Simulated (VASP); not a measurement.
# Lu: single point with PBEsol

Crystal: Lu.

```
CELL_PARAMETERS angstrom
-1.91081 1.91081 1.91081
1.91081 -1.91081 1.91081
1.91081 1.91081 -1.91081
ATOMIC_POSITIONS crystal
Lu 0.00000 0.00000 0.00000
```

```yaml
Program: VASP 6.6.1
Task: single point
Functional: PBEsol
Potentials_or_basis: VASP PAW PBE potentials, release 64 (Lu)
Cutoff: 520 eV
k_mesh: 8 × 8 × 8
Occupations: fermi-dirac, width 0.1 eV
Spin: no spin polarisation
Dipole_correction: no
Further_INCAR_settings: ALGO = Normal; EDIFF = 1e-07; NBANDS = 18
```

```yaml
Pressure: 0.1 GPa
```

Levels at points of the mesh, in eV from the Fermi level:
```tsv
k point	band 8	band 9	band 10	band 11	band 12	band 13	band 14	band 15	band 16	band 17
(0.00, 0.00, 0.00)	-5.05	-4.94	-4.94	-4.94	-4.92	2.15	2.15	2.15	4.51	4.51
(0.50, 0.00, 0.00)	-4.97	-4.96	-4.95	-4.94	-2.63	0.32	0.64	4.29	5.31	7.49
(0.50, 0.50, 0.50)	-5.00	-4.94	-4.94	-4.94	-1.64	-1.64	6.02	6.02	6.02	6.76
```

Run time: 12 s on 1 thread of Intel(R) Xeon(R) Platinum 8488C (Sapphire Rapids) (shared host), peak memory 0.17 GiB.

Caveat: the PAW data sets were made with another functional, which shifts forces and pressure a little; spin-orbit coupling is left out, which moves the levels of the heavy elements.
